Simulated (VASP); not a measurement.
# TiAl (pbe) (P-6m2) in VASP: a series of runs

TiAl (pbe) is run at these levels: PBE; tasks: single point, relaxation of cell and atoms.

Everything below comes from runs of VASP 6.6.1. Logs are shortened: lines on timing, memory, paths and dates and some standing lists are left out, and cuts for length are marked.

### Step 1. The cell of the first run

It takes space group P-6m2 (No. 187, hexagonal). Conventional cell: a = 2.881 Å, b = 2.881 Å, c = 4.649 Å, α = 90.00°, β = 90.00°, γ = 120.00°. Within 3.8 Å of Ti (site symmetry -6m2) lie 6 Al at 2.86 Å and 6 Ti at 2.88 Å. Within 3.8 Å of Al (site symmetry -6m2) lie 6 Ti at 2.86 Å and 6 Al at 2.88 Å.

### Step 2. Single point, PBE

Input file INCAR:

```
SYSTEM = TiAl
ALGO = Normal
EDIFF = 1E-6
ENCUT = 520
GGA = PE
ISIF = 2
ISMEAR = 0
LASPH = .TRUE.
LCHARG = .FALSE.
LREAL = .FALSE.
LWAVE = .FALSE.
NBANDS = 14
NELM = 100
PREC = Accurate
SIGMA = 0.1
```

Input file KPOINTS:

```
k-points
0
G
  18 18 10
  0 0 0
```

Input file POSCAR:

```
TiAl
1.0
    2.8809663160      0.0000000029      0.0000000000
   -1.4404831605      2.4949900157      0.0000000000
    0.0000000000      0.0000000000      4.6485304691
Ti Al
1 1
Direct
    0.0000000000      0.0000000000      0.0000000000
    0.3333333333      0.6666666667      0.5000000000
```

Potentials or basis: VASP PAW PBE potentials, release 64 (Ti_sv, Al).

Started as:

```
$ cat potpaw_PBE.64/Ti_sv/POTCAR potpaw_PBE.64/Al/POTCAR > POTCAR
$ mpirun -np 1 vasp_std > vasp.out
```

OUTCAR:

```text
SYSTEM = TiAl
   EDIFF = 1E-6
   ENCUT = 520
   GGA = PE
   ISIF = 2
   ISMEAR = 0
   LASPH = .TRUE.
   LREAL = .FALSE.
   NELM = 100
   PREC = Accurate

 ion  position               nearest neighbor table
   1  0.000  0.000  0.000-   2 2.86   2 2.86   2 2.86   2 2.86   2 2.86   2 2.86
   2  0.333  0.667  0.500-   1 2.86   1 2.86   1 2.86   1 2.86   1 2.86   1 2.86

  LATTYP: Found a hexagonal cell.
 ALAT       =     2.8809663160
 C/A-ratio  =     1.6135316971

  Lattice vectors:

 A1 = (   2.8809663160,   0.0000000029,   0.0000000000)
 A2 = (  -1.4404831605,   2.4949900157,   0.0000000000)
 A3 = (   0.0000000000,   0.0000000000,   4.6485304691)

Analysis of symmetry for initial positions (statically):
=====================================================================
 Subroutine PRICEL returns:
 Original cell was already a primitive cell.

 Routine SETGRP: Setting up the symmetry group for a
 hexagonal supercell.

 Subroutine GETGRP returns: Found 12 space group operations
 (whereof 12 operations were pure point group operations)
 out of a pool of 24 trial point group operations.

The static configuration has the point symmetry D_3h.

Analysis of symmetry for dynamics (positions and initial velocities):
=====================================================================
 Subroutine PRICEL returns:
 Original cell was already a primitive cell.

 Routine SETGRP: Setting up the symmetry group for a
 hexagonal supercell.

 Subroutine GETGRP returns: Found 12 space group operations
 (whereof 12 operations were pure point group operations)
 out of a pool of 24 trial point group operations.

The dynamic configuration has the point symmetry D_3h.

 Subroutine INISYM returns: Found 12 space group operations
 (whereof 12 operations are pure point group operations),
 and found     1 'primitive' translations

----------------------------------------------------------------------------------------

                                     Primitive cell

  volume of cell :      33.4136

  direct lattice vectors                    reciprocal lattice vectors
     2.880966316  0.000000003  0.000000000     0.347105759  0.200401604  0.000000000
    -1.440483160  2.494990016  0.000000000    -0.000000000  0.400803207  0.000000000
     0.000000000  0.000000000  4.648530469     0.000000000  0.000000000  0.215121748

  length of vectors
     2.880966316  2.880966316  4.648530469     0.400803207  0.400803207  0.215121748

  position of ions in fractional coordinates (direct lattice)
     0.000000000  0.000000000  0.000000000
     0.333333333  0.666666667  0.500000000

  ion indices of the primitive-cell ions
   primitive index   ion index
                 1           1
                 2           2

----------------------------------------------------------------------------------------

 KPOINTS: k-points

Automatic generation of k-mesh.
 Grid dimensions read from file:
 generate k-points for:   18   18   10

 Generating k-lattice:

  Cartesian coordinates                     Fractional coordinates (reciprocal lattice)
     0.019283653  0.011133422  0.000000000     0.055555556  0.000000000  0.000000000
    -0.000000000  0.022266845  0.000000000     0.000000000  0.055555556  0.000000000
     0.000000000  0.000000000  0.021512175     0.000000000  0.000000000  0.100000000

  Length of vectors
     0.022266845  0.022266845  0.021512175

  Shift w.r.t. Gamma in fractional coordinates (k-lattice)
     0.000000000  0.000000000  0.000000000

 Subroutine IBZKPT returns following result:
 ===========================================

 Found    222 irreducible k-points:

 Following reciprocal coordinates:
            Coordinates               Weight
  0.000000  0.000000  0.000000      1.000000
  0.055556  0.000000  0.000000      6.000000
  0.111111  0.000000  0.000000      6.000000
  0.166667 -0.000000  0.000000      6.000000
  0.222222 -0.000000  0.000000      6.000000
  0.277778  0.000000  0.000000      6.000000
[... 16 lines left out ...]
  0.333333  0.111111  0.000000     12.000000
  0.388889  0.111111  0.000000     12.000000
 [... further k-points ...]
   k-points           NKPTS =    222   k-points in BZ     NKDIM =    222   number of bands    NBANDS=     14
   number of dos      NEDOS =    301   number of ions     NIONS =      2
   total plane-waves  NPLWV =  20736
   dimension x,y,z NGX =    24 NGY =   24 NGZ =   36
   dimension x,y,z NGXF=    48 NGYF=   48 NGZF=   72
   ions per type =               1   1
   NGX,Y,Z   is equivalent  to a cutoff of  13.85, 13.85, 12.87 a.u.
   NGXF,Y,Z  is equivalent  to a cutoff of  27.70, 27.70, 25.75 a.u.
 SYSTEM =  TiAl
   PREC   = accura    normal or accurate (medium, high low for compatibility)
   ISTART =      0    job   : 0-new  1-cont  2-samecut
   ICHARG =      2    charge: 1-file 2-atom 10-const
   ISPIN  =      1    spin polarized calculation?
   LNONCOLLINEAR =      F non collinear calculations
   LSORBIT =      F    spin-orbit coupling
   LASPH  =      T    aspherical Exc in radial PAW
   ENCUT  =  520.0 eV  38.22 Ry    6.18 a.u.   5.36  5.36  8.64*2*pi/ulx,y,z
   NELM   =    100;   NELMIN=  2; NELMDL= -5     # of ELM steps
   EDIFF  = 0.1E-05   stopping-criterion for ELM
   LREAL  =      F    real-space projection
   EDIFFG = 0.1E-04   stopping-criterion for IOM
   NSW    =      0    number of steps for IOM
   IBRION =     -1    ionic relax: 0-MD 1-quasi-New 2-CG
   NFREE  =      0    steps in history (QN), initial steepest desc. (CG)
   ISIF   =      2    stress and relaxation
   ISYM   =      2    0-nonsym 1-usesym 2-fastsym
   POTIM  = 0.5000    time-step for ionic-motion
   TEBEG  =    0.0;   TEEND  =   0.0 temperature during run
   PSTRESS=    0.0 pullay stress
   NELECT =      15.0000    total number of electrons
   NUPDOWN=      -1.0000    fix difference up-down
   EMIN   =  10.00;   EMAX   =-10.00  energy-range for DOS
   EFERMI =   0.00;   METHOD = LEGACY
   ISMEAR =     0;   SIGMA  =   0.10  broadening in eV -4-tet -1-fermi 0-gaus
   EFERMI_NEDOS =   21; number of points for ismear=-14 and -15
   IALGO  =     38    algorithm
   IMIX   =      4    mixing-type and parameters
     AMIX     =   0.40;   BMIX     =  1.00
     AMIX_MAG =   1.60;   BMIX_MAG =  1.00
  volume/ion in A,a.u.               =      16.71       112.74
  Fermi-wavevector in a.u.,A,eV,Ry     =   1.253519  2.368808 21.378979  1.571311
  Thomas-Fermi vector in A             =   2.387368
   LORBIT       =      0    0 simple, 1 ext, 2 COOP (PROOUT), +10 PAW based schemes
   GGA     = PE    functional components
   LHFCALC =     F    Hartree Fock is set to
   AEXX    =    0.0000 exact exchange contribution
   IVDW    =     0    specifies the selected vdW correction
   LEPSILON=     F    determine dielectric tensor
   LRPA    =     F    only Hartree local field effects (RPA)
 non-spin polarized calculation
 Gauss-broadening in eV      SIGMA  =   0.10
  energy-cutoff  :      520.00
  volume of cell :       33.41
 maximum number of plane-waves:       923
 NGX is ok and might be reduce to    24
   NGX = 11   NGY = 11   NGZ = 17

 number of electron      15.0000001 magnetization

 Free energy of the ion-electron system (eV)
  ---------------------------------------------------
  ext. energy  EPLUGINS =         0.00000000
  ---------------------------------------------------
  free energy    TOTEN  =       -12.09017979 eV

  energy without entropy =      -12.07713639  energy(sigma->0) =      -12.08365809

 E-fermi :   7.8194     XC(G=0): -10.9193

 val. band max:        7.8073839076   @ k =   0.3333   0.2778   0.4000
 cond. band min:       7.8221223570   @ k =   0.3333   0.2778   0.3000
 fundamental gap:      0.0147384494
 Fermi energy:         7.8194289994

 k-point     1 :       0.0000    0.0000    0.0000
  band No.  band energies     occupation
      1     -48.7177      2.00000
      2     -25.0361      2.00000
      3     -24.6331      2.00000
      4     -24.6331      2.00000
      5      -1.0681      2.00000
      6       5.5757      2.00000
      7       6.0769      2.00000
      8       9.0880      0.00000
      9       9.0880      0.00000
     10      10.5447      0.00000
     11      10.5447      0.00000
     12      11.8279      0.00000
     13      20.5791      0.00000
     14      20.5791      0.00000

 k-point     2 :       0.0556    0.0000    0.0000
  band No.  band energies     occupation
      1     -48.7150      2.00000
      2     -25.0334      2.00000
      3     -24.6501      2.00000
      4     -24.6370      2.00000
      5      -0.9920      2.00000
      6       5.6580      2.00000
      7       6.0848      2.00000
      8       9.0143      0.00000
      9       9.1494      0.00000
     10      10.5236      0.00000
     11      10.5648      0.00000
     12      11.8448      0.00000
     13      19.2820      0.00000
     14      19.8108      0.00000

 k-point     3 :       0.1111    0.0000    0.0000
  band No.  band energies     occupation
      1     -48.7073      2.00000
      2     -25.0256      2.00000
      3     -24.6991      2.00000
      4     -24.6480      2.00000
      5      -0.7647      2.00000
      6       5.8947      2.00000
      7       6.1073      2.00000
      8       8.8119      0.00000
      9       9.3299      0.00000
     10      10.4633      0.00000
     11      10.6272      0.00000
     12      11.8918      0.00000
     13      17.4565      0.00000
     14      18.8914      0.00000

 k-point     4 :       0.1667   -0.0000    0.0000
  band No.  band energies     occupation
      1     -48.6955      2.00000
      2     -25.0138      2.00000
      3     -24.7735      2.00000
      4     -24.6650      2.00000
      5      -0.3899      2.00000
      6       6.1413      2.00000
      7       6.2489      2.00000
      8       8.5313      0.00000
      9       9.6185      0.00000
     10      10.3724      0.00000
     11      10.7376      0.00000
     12      11.9563      0.00000
     13      15.6807      0.00000
     14      18.0697      0.00000

 k-point     5 :       0.2222   -0.0000    0.0000
  band No.  band energies     occupation
      1     -48.6809      2.00000
      2     -24.9993      2.00000
      3     -24.8638      2.00000
      4     -24.6857      2.00000
      5       0.1268      2.00000
      6       6.1821      2.00000
      7       6.6339      2.00000
      8       8.2446      0.00000
      9       9.9955      0.00000
     10      10.2632      0.00000
     11      10.9020      0.00000
[... 276 lines left out ...]
 k-point    22 :       0.2778    0.1111    0.0000
  band No.  band energies     occupation
      1     -48.6468      2.00000
      2     -25.0450      2.00000
      3     -24.9653      2.00000
      4     -24.7608      2.00000
      5       1.7668      2.00000
      6       6.3392      2.00000
      7       7.0114      2.00000
      8       7.6999      1.90908
      9       9.6806      0.00000
     10      10.5638      0.00000
     11      11.7724      0.00000
     12      11.8977      0.00000
     13      12.8970      0.00000
     14      14.3230      0.00000

 k-point    23 :       0.3333    0.1111    0.0000
  band No.  band energies     occupation
      1     -48.6355      2.00000
      2     -25.1066      2.00000
      3     -24.9541      2.00000
      4     -24.7823      2.00000
      5       2.6488      2.00000
      6       6.4014      2.00000
      7       6.6217      2.00000
      8       7.3501      2.00000
      9       9.5084      0.00000
     10      10.6527      0.00000
     11      11.8438      0.00000
     12      12.1581      0.00000
     13      13.1644      0.00000
     14      14.1142      0.00000

 k-point    24 :       0.3889    0.1111    0.0000
  band No.  band energies     occupation
      1     -48.6282      2.00000
      2     -25.1467      2.00000
      3     -24.9468      2.00000
      4     -24.7963      2.00000
      5       3.6059      2.00000
      6       5.8430      2.00000
      7       6.4471      2.00000
      8       7.0734      2.00000
      9       9.3903      0.00000
     10      10.8833      0.00000
     11      11.8318      0.00000
     12      12.4889      0.00000
     13      13.3177      0.00000
     14      14.2586      0.00000

 [... further k-points ...]
[... 5 lines left out ...]
  --------------------------------------------------------------------------------------
  -------------------------------------------------------------------------------------
  Total       -0.0107213     -0.0107213     -0.0001473     -0.0000000      0.0000000      0.0000000
  in kB       -0.5140855     -0.5140855     -0.0070626     -0.0000000      0.0000000      0.0000000
  external PRESSURE =      -0.3450778 kB  Pullay stress =       0.0000000 kB

 VOLUME and BASIS-vectors are now :
 -----------------------------------------------------------------------------
  energy-cutoff  :      520.00
  volume of cell :       33.41
      direct lattice vectors                 reciprocal lattice vectors
     2.880966316  0.000000003  0.000000000     0.347105759  0.200401604  0.000000000
    -1.440483160  2.494990016  0.000000000    -0.000000000  0.400803207  0.000000000
     0.000000000  0.000000000  4.648530469     0.000000000  0.000000000  0.215121748

 POSITION                                       TOTAL-FORCE (eV/Angst)
 -----------------------------------------------------------------------------------
      0.00000      0.00000      0.00000        -0.000000     -0.000000      0.000000
     -0.00000      1.66333      2.32427         0.000000      0.000000      0.000000
 -----------------------------------------------------------------------------------
    total drift:                                0.000000     -0.000000      0.000000

  FREE ENERGIE OF THE ION-ELECTRON SYSTEM (eV)
  ---------------------------------------------------
  free  energy   TOTEN  =       -12.0901797924 eV

  energy  without entropy=      -12.0771363929  energy(sigma->0) =      -12.08365809
```

It took 36 s on 1 thread of Intel Xeon Platinum 8488C (Sapphire Rapids), shared host; peak memory 0.23 GiB.

Results:

* Free energy: -12.0902 eV
* Pressure: 0.0 GPa

[end of part 1 of 2]
